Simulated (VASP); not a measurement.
Here is a VASP 6.6.1 calculation.

Contents of INCAR:

```
SYSTEM = Ge
ALGO = Normal
EDIFF = 1E-6
ENCUT = 520
GGA = PS
ISIF = 2
ISMEAR = -1
LASPH = .True.
LCHARG = .False.
LREAL = .False.
LWAVE = .False.
NBANDS = 13
NELM = 80
PREC = Accurate
SIGMA = 0.1
```

Contents of KPOINTS:

```
k-points
0
Gamma
  13 13 13
  0 0 0
```

File POSCAR:

```
Ge
1.0
    2.7379939837      0.0000000000      0.0000000000
    0.0000000000      2.7379939837      0.0000000000
    0.0000000000      0.0000000000      2.7379939837
Ge
1
Direct
    0.0000000000      0.0000000000      0.0000000000
```

Potentials or basis: VASP PAW PBE potentials, release 64 (Ge_d).

The run is started by

```console
$ cat potpaw_PBE.64/Ge_d/POTCAR > POTCAR
$ mpirun -np 1 vasp_std > vasp.out
```

(1) Predict the band gap on the k mesh.

(2) What does it give for the pressure?

Answers

(1) zero (band 7 reaches 11.88 eV, above the bottom of band 8 at 3.28 eV).

(2) -5.1 GPa.

Caveat: the PAW data sets were made with another functional, which shifts forces and pressure a little.
